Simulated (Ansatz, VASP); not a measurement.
# One calculation of Ta4InSb2Br, two programs

```
CELL_PARAMETERS angstrom
0.00000 3.76164 0.00000
9.76223 -1.88082 0.00000
-4.46964 1.88082 -9.89549
ATOMIC_POSITIONS crystal
In 0.33726 0.11451 0.43999
In 0.66274 0.88549 0.56001
Sb 0.04708 0.31675 0.22259
Sb 0.95292 0.68325 0.77741
Sb 0.29768 0.68734 0.09198
Sb 0.70232 0.31266 0.90802
Ta 0.21209 0.07956 0.65538
Ta 0.78791 0.92044 0.34462
Ta 0.67978 0.50055 0.14099
Ta 0.32022 0.49945 0.85901
Ta 0.46155 0.13780 0.21470
Ta 0.53845 0.86220 0.78530
Ta 0.09720 0.17155 0.97715
Ta 0.90280 0.82845 0.02285
Br 0.89565 0.32590 0.53460
Br 0.10435 0.67410 0.46540
```

Alike in both runs: task single point; functional PBE; k mesh 5 × 5 × 5; no spin polarisation.

|  | VASP | Ansatz |
| --- | --- | --- |
| version | VASP 6.6.1 | Ansatz 0.2.0 |
| potentials or method | VASP PAW PBE potentials, release 64 (In_d, Sb, Ta_pv, Br), cutoff 520 eV | PAW plane waves |
| occupations | methfessel-paxton of order 1, width 0.1411 eV | cold, width 0.1411 eV |
| valence electrons in the cell | 148 | 204 |

VASP gave:

- pressure (GPa): 15.2
- traceless stress, the component that is largest in VASP (GPa): 11.54
- rms of the force components (eV/Å): 2.888

Problem. Which values does Ansatz return?

Solution. Pressure (GPa): 15.1; traceless stress, the component that is largest in VASP (GPa): 11.58; rms of the force components (eV/Å): 2.895.

Atom by atom the forces differ by 0.010 eV/Å (rms over components). VASP's potentials hold 148 valence electrons a cell and Ansatz's 204, so a difference there can come from the potentials and not from the codes.

Neither program's run includes spin-orbit coupling.
